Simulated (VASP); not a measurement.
# KMgF3 (Cmmm) in VASP: a series of runs

KMgF3 is run at these levels: PBEsol; tasks: single point.

All numbers are computed with VASP 6.6.1; they aren't measurements. Logs are shortened: lines on timing, memory, paths and dates and some standing lists are left out, and cuts for length are marked.

**1. The cell of the first run**

Symmetry: Cmmm, No. 65, orthorhombic system. Conventional cell: a = 5.588 Å, b = 5.686 Å, c = 3.986 Å, α = 90.00°, β = 90.00°, γ = 90.00°. Within 3.7 Å of K (site symmetry mmm) lie 12 F at 2.79 to 2.84 Å and 8 Mg at 3.43 to 3.47 Å. Mg (site symmetry mmm) has 6 F at 1.99 Å within 2.6 Å. F (site symmetry 2/m) has 2 Mg at 1.99 Å within 2.6 Å. F (site symmetry mmm) has 2 Mg at 1.99 Å within 2.6 Å.

**2. Single point, PBEsol (strain +0.0175 x Voigt [0, 0, 0, 0, 0, 1])**

Input file INCAR:

```
SYSTEM = KMgF3
PREC = Accurate ; ENCUT = 520
EDIFF = 1E-7 ; ISMEAR = 0
SIGMA = 0.05 ; LREAL = .FALSE.
LASPH = .TRUE. ; NELM = 100
ALGO = Normal ; ISIF = 2
LWAVE = .FALSE. ; LCHARG = .FALSE.
GGA = PS ; NBANDS = 24
```

Input file KPOINTS:

```
Automatic mesh
0
G
  6 6 6
  0 0 0
```

Input file POSCAR:

```
KMgF3
1.0
    3.9859000000      0.0348766250      0.0000000000
    0.0348766250      3.9859000000      0.0000000000
    0.0000000000      0.0000000000      3.9859000000
K Mg F
1 1 3
Direct
    0.5000000000      0.5000000000      0.5000000000
    0.0000000000      0.0000000000      0.0000000000
    0.5000000000      0.0000000000      0.0000000000
    0.0000000000      0.5000000000      0.0000000000
    0.0000000000      0.0000000000      0.5000000000
```

Potentials or basis: VASP PAW PBE potentials, release 64 (K_sv, Mg, F).

Launch:

```
$ cat potpaw_PBE.64/K_sv/POTCAR potpaw_PBE.64/Mg/POTCAR potpaw_PBE.64/F/POTCAR > POTCAR
$ mpirun -np 1 vasp_std > vasp.out
```

OUTCAR:

```text
SYSTEM = KMgF3
   PREC = Accurate
   ENCUT = 520
   EDIFF = 1E-7
   ISMEAR = 0
   LREAL = .FALSE.
   LASPH = .TRUE.
   NELM = 100
   ISIF = 2
   GGA = PS

 ion  position               nearest neighbor table
   1  0.500  0.500  0.500-   5 2.79   5 2.79   3 2.82   4 2.82   3 2.82   3 2.82   3 2.82   4 2.82
                             4 2.82   4 2.82   5 2.84   5 2.84   2 3.43   2 3.43   2 3.43   2 3.43
   2  0.000  0.000  0.000-   5 1.99   5 1.99   3 1.99   4 1.99   4 1.99   3 1.99   1 3.43   1 3.43
                             1 3.43   1 3.43   1 3.47   1 3.47   1 3.47   1 3.47
   3  0.500  0.000  0.000-   2 1.99   2 1.99   1 2.82   1 2.82   1 2.82   1 2.82
   4  0.000  0.500  0.000-   2 1.99   2 1.99   1 2.82   1 2.82   1 2.82   1 2.82
   5  0.000  0.000  0.500-   2 1.99   2 1.99   1 2.79   1 2.79   1 2.84   1 2.84

  LATTYP: Found a base centered orthorhombic cell.
 ALAT       =     5.5875908422
 B/A-ratio  =     1.0176544767
 C/A-ratio  =     0.7133485813

  Lattice vectors:

 A1 = (  -0.0348766250,  -3.9859000000,   0.0000000000)
 A2 = (   3.9859000000,   0.0348766250,   0.0000000000)
 A3 = (   0.0000000000,   0.0000000000,   3.9859000000)

Analysis of symmetry for initial positions (statically):
=====================================================================
 Subroutine PRICEL returns:
 Original cell was already a primitive cell.

 Routine SETGRP: Setting up the symmetry group for a
 base centered orthorhombic supercell.

 Subroutine GETGRP returns: Found  8 space group operations
 (whereof  8 operations were pure point group operations)
 out of a pool of  8 trial point group operations.

The static configuration has the point symmetry D_2h.

Analysis of symmetry for dynamics (positions and initial velocities):
=====================================================================
 Subroutine PRICEL returns:
 Original cell was already a primitive cell.

 Routine SETGRP: Setting up the symmetry group for a
 base centered orthorhombic supercell.

 Subroutine GETGRP returns: Found  8 space group operations
 (whereof  8 operations were pure point group operations)
 out of a pool of  8 trial point group operations.

The dynamic configuration has the point symmetry D_2h.

 Subroutine INISYM returns: Found  8 space group operations
 (whereof  8 operations are pure point group operations),
 and found     1 'primitive' translations

----------------------------------------------------------------------------------------

                                     Primitive cell

  volume of cell :      63.3207

  direct lattice vectors                    reciprocal lattice vectors
     3.985900000  0.034876625  0.000000000     0.250903577 -0.002195406  0.000000000
     0.034876625  3.985900000  0.000000000    -0.002195406  0.250903577  0.000000000
     0.000000000  0.000000000  3.985900000     0.000000000  0.000000000  0.250884367

  length of vectors
     3.986052582  3.986052582  3.985900000     0.250913182  0.250913182  0.250884367

  position of ions in fractional coordinates (direct lattice)
     0.500000000  0.500000000  0.500000000
     0.000000000  0.000000000  0.000000000
     0.500000000  1.000000000  0.000000000
     1.000000000  0.500000000  0.000000000
     0.000000000  0.000000000  0.500000000

  ion indices of the primitive-cell ions
   primitive index   ion index
                 1           1
                 2           2
                 3           3
                 4           4
                 5           5

----------------------------------------------------------------------------------------

 KPOINTS: Automatic mesh

Automatic generation of k-mesh.
 Grid dimensions read from file:
 generate k-points for:    6    6    6

 Generating k-lattice:

  Cartesian coordinates                     Fractional coordinates (reciprocal lattice)
     0.041817263 -0.000365901  0.000000000     0.166666667 -0.000000000  0.000000000
    -0.000365901  0.041817263  0.000000000    -0.000000000  0.166666667  0.000000000
     0.000000000  0.000000000  0.041814061     0.000000000  0.000000000  0.166666667

  Length of vectors
     0.041818864  0.041818864  0.041814061

  Shift w.r.t. Gamma in fractional coordinates (k-lattice)
     0.000000000  0.000000000  0.000000000

 Subroutine IBZKPT returns following result:
 ===========================================

 Found     52 irreducible k-points:

 Following reciprocal coordinates:
            Coordinates               Weight
  0.000000  0.000000  0.000000      1.000000
  0.166667  0.000000  0.000000      4.000000
  0.333333 -0.000000  0.000000      4.000000
  0.500000  0.000000  0.000000      2.000000
  0.166667  0.166667  0.000000      2.000000
  0.333333  0.166667  0.000000      4.000000
[... 16 lines left out ...]
  0.333333  0.333333  0.166667      4.000000
  0.500000  0.333333  0.166667      8.000000
 [... further k-points ...]
   k-points           NKPTS =     52   k-points in BZ     NKDIM =     52   number of bands    NBANDS=     24
   number of dos      NEDOS =    301   number of ions     NIONS =      5
   total plane-waves  NPLWV =  27000
   dimension x,y,z NGX =    30 NGY =   30 NGZ =   30
   dimension x,y,z NGXF=    60 NGYF=   60 NGZF=   60
   ions per type =               1   1   3
   NGX,Y,Z   is equivalent  to a cutoff of  12.51, 12.51, 12.51 a.u.
   NGXF,Y,Z  is equivalent  to a cutoff of  25.02, 25.02, 25.03 a.u.
 SYSTEM =  KMgF3
   PREC   = accura    normal or accurate (medium, high low for compatibility)
   ISTART =      0    job   : 0-new  1-cont  2-samecut
   ICHARG =      2    charge: 1-file 2-atom 10-const
   ISPIN  =      1    spin polarized calculation?
   LNONCOLLINEAR =      F non collinear calculations
   LSORBIT =      F    spin-orbit coupling
   LASPH  =      T    aspherical Exc in radial PAW
   ENCUT  =  520.0 eV  38.22 Ry    6.18 a.u.   7.41  7.41  7.41*2*pi/ulx,y,z
   NELM   =    100;   NELMIN=  2; NELMDL= -5     # of ELM steps
   EDIFF  = 0.1E-06   stopping-criterion for ELM
   LREAL  =      F    real-space projection
   EDIFFG = 0.1E-05   stopping-criterion for IOM
   NSW    =      0    number of steps for IOM
   IBRION =     -1    ionic relax: 0-MD 1-quasi-New 2-CG
   NFREE  =      0    steps in history (QN), initial steepest desc. (CG)
   ISIF   =      2    stress and relaxation
   ISYM   =      2    0-nonsym 1-usesym 2-fastsym
   POTIM  = 0.5000    time-step for ionic-motion
   TEBEG  =    0.0;   TEEND  =   0.0 temperature during run
   PSTRESS=    0.0 pullay stress
   NELECT =      32.0000    total number of electrons
   NUPDOWN=      -1.0000    fix difference up-down
   EMIN   =  10.00;   EMAX   =-10.00  energy-range for DOS
   EFERMI =   0.00;   METHOD = LEGACY
   ISMEAR =     0;   SIGMA  =   0.05  broadening in eV -4-tet -1-fermi 0-gaus
   EFERMI_NEDOS =   21; number of points for ismear=-14 and -15
   IALGO  =     38    algorithm
   IMIX   =      4    mixing-type and parameters
     AMIX     =   0.40;   BMIX     =  1.00
     AMIX_MAG =   1.60;   BMIX_MAG =  1.00
  volume/ion in A,a.u.               =      12.66        85.46
  Fermi-wavevector in a.u.,A,eV,Ry     =   1.303996  2.464195 23.135413  1.700405
  Thomas-Fermi vector in A             =   2.434961
   LORBIT       =      0    0 simple, 1 ext, 2 COOP (PROOUT), +10 PAW based schemes
   GGA     = PS    functional components
   LHFCALC =     F    Hartree Fock is set to
   AEXX    =    0.0000 exact exchange contribution
   IVDW    =     0    specifies the selected vdW correction
   LEPSILON=     F    determine dielectric tensor
   LRPA    =     F    only Hartree local field effects (RPA)
 non-spin polarized calculation
 Gauss-broadening in eV      SIGMA  =   0.05
  energy-cutoff  :      520.00
  volume of cell :       63.32
 maximum number of plane-waves:      1743
 NGX is ok and might be reduce to    30
   NGX = 15   NGY = 15   NGZ = 15

 number of electron      31.9999956 magnetization

 Free energy of the ion-electron system (eV)
  ---------------------------------------------------
  ext. energy  EPLUGINS =         0.00000000
  ---------------------------------------------------
  free energy    TOTEN  =       -25.26015433 eV

  energy without entropy =      -25.26015433  energy(sigma->0) =      -25.26015433

 E-fermi :  -1.4541     XC(G=0):  -9.9450

 val. band max:       -1.7008823298   @ k =   0.5000   0.5000   0.5000
 cond. band min:       5.4160120568   @ k =   0.0000   0.0000   0.0000
 fundamental gap:      7.1168943866
 Fermi energy:        -1.4541320516

 k-point     1 :       0.0000    0.0000    0.0000
  band No.  band energies     occupation
      1     -27.1827      2.00000
      2     -21.7174      2.00000
      3     -21.0487      2.00000
      4     -21.0465      2.00000
      5     -10.7573      2.00000
      6     -10.7477      2.00000
[... 16 lines left out ...]
     23      12.1663      0.00000
     24      14.9636      0.00000

 k-point     2 :       0.1667    0.0000    0.0000
  band No.  band energies     occupation
      1     -27.1753      2.00000
      2     -21.6870      2.00000
      3     -21.0850      2.00000
      4     -21.0454      2.00000
      5     -10.7470      2.00000
      6     -10.7331      2.00000
[... 16 lines left out ...]
     23      12.1590      0.00000
     24      14.8919      0.00000

 k-point     3 :       0.3333   -0.0000    0.0000
  band No.  band energies     occupation
      1     -27.1603      2.00000
      2     -21.6122      2.00000
      3     -21.1751      2.00000
      4     -21.0408      2.00000
      5     -10.7349      2.00000
      6     -10.7035      2.00000
[... 16 lines left out ...]
     23      12.1306      0.00000
     24      14.5429      0.00000
[... 514 lines left out ...]
 k-point    23 :       0.3333    0.3333    0.1667
  band No.  band energies     occupation
      1     -27.1384      2.00000
      2     -21.4599      2.00000
      3     -21.1877      2.00000
      4     -21.1479      2.00000
      5     -10.8296      2.00000
      6     -10.7927      2.00000
[... 16 lines left out ...]
     23      12.7789      0.00000
     24      13.3440      0.00000

 k-point    24 :       0.5000    0.3333    0.1667
  band No.  band energies     occupation
      1     -27.1328      2.00000
      2     -21.3857      2.00000
      3     -21.2478      2.00000
      4     -21.1549      2.00000
      5     -10.8314      2.00000
      6     -10.8189      2.00000
[... 16 lines left out ...]
     23      12.5343      0.00000
     24      13.4258      0.00000

 [... further k-points ...]
[... 5 lines left out ...]
  --------------------------------------------------------------------------------------
  -------------------------------------------------------------------------------------
  Total       -0.0233624     -0.0233624     -0.0271169     -0.3198595      0.0000000      0.0000000
  in kB       -0.5911286     -0.5911286     -0.6861272     -8.0932674      0.0000000      0.0000000
  external PRESSURE =      -0.6227948 kB  Pullay stress =       0.0000000 kB

 VOLUME and BASIS-vectors are now :
 -----------------------------------------------------------------------------
  energy-cutoff  :      520.00
  volume of cell :       63.32
      direct lattice vectors                 reciprocal lattice vectors
     3.985900000  0.034876625  0.000000000     0.250903577 -0.002195406  0.000000000
     0.034876625  3.985900000  0.000000000    -0.002195406  0.250903577  0.000000000
     0.000000000  0.000000000  3.985900000     0.000000000  0.000000000  0.250884367

 POSITION                                       TOTAL-FORCE (eV/Angst)
 -----------------------------------------------------------------------------------
      2.01039      2.01039      1.99295        -0.000000      0.000000      0.000000
      0.00000      0.00000      0.00000         0.000000      0.000000      0.000000
      1.99295      0.01744      0.00000         0.000000      0.000000      0.000000
      0.01744      1.99295      0.00000         0.000000      0.000000      0.000000
      0.00000      0.00000      1.99295         0.000000      0.000000      0.000000
 -----------------------------------------------------------------------------------
    total drift:                                0.000000     -0.000000      0.000000

  FREE ENERGIE OF THE ION-ELECTRON SYSTEM (eV)
  ---------------------------------------------------
  free  energy   TOTEN  =       -25.2601543328 eV

  energy  without entropy=      -25.2601543328  energy(sigma->0) =      -25.26015433
```

Wall time 42 s (1 thread of Intel Xeon 6975P-C (Granite Rapids), shared host); peak memory 0.21 GiB.

Results:

* Free energy: -25.2602 eV
* Pressure: -0.1 GPa
* Band gap on the k mesh: 7.12 eV, indirect (least direct gap 7.41 eV)

Levels at points of the mesh, in eV from the valence-band top:
```csv
k point,band 14,band 15,band 16,band 17,band 18,band 19
"(0.00, 0.00, 0.00)",-0.36,-0.33,-0.29,7.12,9.93,9.94
"(0.50, 0.00, 0.00)",-0.88,-0.54,-0.54,9.95,10.28,11.00
"(0.50, 0.50, 0.00)",-0.92,-0.91,-0.02,10.80,11.58,12.42
"(0.00, 0.00, 0.50)",-0.88,-0.60,-0.48,9.95,10.28,11.00
"(0.50, 0.00, 0.50)",-0.91,-0.91,-0.03,10.80,11.57,12.43
"(0.50, 0.50, 0.50)",-0.01,0.00,0.00,10.25,10.30,10.36
```

Caveat: the cell differs from its parent crystal (strain +0.0175 x Voigt [0, 0, 0, 0, 0, 1]); the PAW data sets were made with another functional, which shifts forces and pressure a little.

**3. Single point, PBEsol (strain +0.0125 x Voigt [0, 0, 0, 0, 0, 1])**

Input file INCAR:

```
PREC = Accurate
ENCUT = 520
EDIFF = 1E-6
ISMEAR = 0
SIGMA = 0.05
LREAL = False
LASPH = True
NELM = 60
ALGO = Normal
ISIF = 2
LWAVE = False
LCHARG = True
GGA = PS
LELF = True
LVHAR = True
NBANDS = 24
```

Input file KPOINTS:

```
Automatic mesh
0
Gamma
  6 6 6
```

Edit POSCAR of step 2 so:

```diff
@@ -2,4 +2,4 @@
 1.0
-    3.9859000000      0.0348766250      0.0000000000
-    0.0348766250      3.9859000000      0.0000000000
+    3.9859000000      0.0249118750      0.0000000000
+    0.0249118750      3.9859000000      0.0000000000
     0.0000000000      0.0000000000      3.9859000000
```

Potentials or basis: VASP PAW PBE potentials, release 64 (K_sv, Mg, F).

Launch:

```
$ cat potpaw_PBE.64/K_sv/POTCAR potpaw_PBE.64/Mg/POTCAR potpaw_PBE.64/F/POTCAR > POTCAR
$ mpirun -np 1 vasp_std > vasp.out
```

Run time: 36 s. Hardware: 1 thread of Intel Xeon 6975P-C (Granite Rapids), shared host; peak memory 0.21 GiB.

It converged, with:

| Quantity | Value |
| --- | --- |
| Free energy | -25.2615 eV |
| Pressure | -0.1 GPa |
| Band gap on the k mesh | 7.12 eV, indirect (least direct gap 7.42 eV) |

Stress tensor (GPa, compression positive):
```
-0.08 -0.58  0.00
-0.58 -0.08  0.00
 0.00  0.00 -0.08
```

Levels at points of the mesh, in eV from the valence-band top:
| k point | band 13 | band 14 | band 15 | band 16 | band 17 | band 18 | band 19 | band 20 |
| --- | --- | --- | --- | --- | --- | --- | --- | --- |
| (0.00, 0.00, 0.00) | -0.62 | -0.35 | -0.33 | -0.30 | 7.12 | 9.94 | 9.94 | 12.10 |
| (0.50, 0.00, 0.00) | -0.88 | -0.88 | -0.54 | -0.54 | 9.95 | 10.28 | 11.00 | 12.73 |
| (0.50, 0.50, 0.00) | -1.05 | -0.92 | -0.91 | -0.02 | 10.80 | 11.58 | 12.43 | 12.45 |
| (0.00, 0.00, 0.50) | -0.88 | -0.88 | -0.58 | -0.50 | 9.95 | 10.28 | 11.00 | 12.68 |
| (0.50, 0.00, 0.50) | -1.06 | -0.91 | -0.91 | -0.03 | 10.80 | 11.58 | 12.44 | 12.44 |
| (0.50, 0.50, 0.50) | -1.13 | -0.01 | 0.00 | 0.00 | 10.26 | 10.30 | 10.34 | 13.80 |

Caveat: the cell differs from its parent crystal (strain +0.0125 x Voigt [0, 0, 0, 0, 0, 1]); the PAW data sets were made with another functional, which shifts forces and pressure a little.
